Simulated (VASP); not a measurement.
A run of VASP 6.6.1 is set up as follows.

INCAR

```
PREC = Accurate
ENCUT = 520
EDIFF = 1E-6
ISMEAR = -1
SIGMA = 0.05
LREAL = F
LASPH = T
NELM = 80
ALGO = Normal
ISIF = 2
LWAVE = F
LCHARG = F
GGA = PE
NBANDS = 19
```

The input KPOINTS:

```
Automatic mesh
0
Gamma
  12 12 12
```

Contents of POSCAR:

```
Zn
1.0
    0.0000000000      2.5252092725      2.5252092725
    2.5252092725      0.0000000000      2.5252092725
    2.5252092725      2.5252092725      0.0000000000
Zn
2
Direct
   -0.1250000000     -0.1250000000     -0.1250000000
    0.1250000000      0.1250000000      0.1250000000
```

Potentials or basis: VASP PAW PBE potentials, release 64 (Zn).

Run with:

```console
$ cat potpaw_PBE.64/Zn/POTCAR > POTCAR
$ mpirun -np 1 vasp_std > vasp.out
```

**Question.** What does it give for the band gap on the k mesh?

**Answer.** Zero (band 12 reaches 9.98 eV, above the bottom of band 13 at 1.03 eV).

**Question.** What does it give for the pressure?

**Answer.** 34.4 GPa.
